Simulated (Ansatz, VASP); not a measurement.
## Y in VASP and in Ansatz

Contents of INCAR:

```
SYSTEM = Y
PREC = Accurate ; ENCUT = 520
EDIFF = 1E-7 ; ISMEAR = 0
SIGMA = 0.15 ; LREAL = .False.
LASPH = .True. ; NELM = 60
ALGO = Fast ; ISIF = 2
LWAVE = .False. ; LCHARG = .False.
GGA = PE ; NBANDS = 18
```

File KPOINTS:

```
regular mesh
0
Gamma
  18 18 8
  0 0 0
```

File POSCAR:

```
Y
1.0
    3.5602117562      0.0000000000      0.0000000000
   -1.7801058781      3.0832338237      0.0000000000
    0.0000000000      0.0000000000      5.4600300000
Y
2
Direct
    0.3333333333      0.6666666667      0.2500000000
    0.6666666667      0.3333333333      0.7500000000
```

Input for Ansatz:

```yaml
crystal:
  lattice:
    - [3.5602117562, 0.0, 0.0]
    - [-1.7801058781, 3.0832338237, 0.0]
    - [0.0, 0.0, 5.46003]
  atoms:
    - { symbol: "Y", position: [0.3333333333, 0.6666666667, 0.25] }
    - { symbol: "Y", position: [0.6666666667, 0.3333333333, 0.75] }
basis:
  ecutwfc: 420
kpoints:
  mp_grid: { grid: [18, 18, 8] }
hamiltonian:
  xc: pbe
scf:
  occupations: { method: gaussian, width: 0.15 }
output:
  forces: true
  stress: true
  eigenvalues: true
```

Change from the starting cell: strain -0.025 along x and y, -0.050 along z, atoms carried along.

Alike in both runs: task single point; functional PBE; k mesh 18 × 18 × 8; occupations gaussian, width 0.15 eV; no spin polarisation.

|  | VASP | Ansatz |
| --- | --- | --- |
| version | VASP 6.6.1 | Ansatz 0.2.0 |
| potentials or method | VASP PAW PBE potentials, release 64 (Y_sv), cutoff 520 eV | scalar-relativistic, plane waves, PAW |
| valence electrons in the cell | 22 | 22 |

Ansatz gave:

| Item | Value |
| --- | --- |
| gap on the k mesh at the Fermi level (eV) | none |
| pressure (GPa) | 4.3 |
| traceless stress, the component that is largest in VASP (GPa) | 0.67 |

Task: What did VASP give for the same quantities?

Result: gap on the k mesh at the Fermi level (eV): none; pressure (GPa): 4.2; traceless stress, the component that is largest in VASP (GPa): 0.67.

A gap of «none» marks a metal or a gap that the smearing closes.
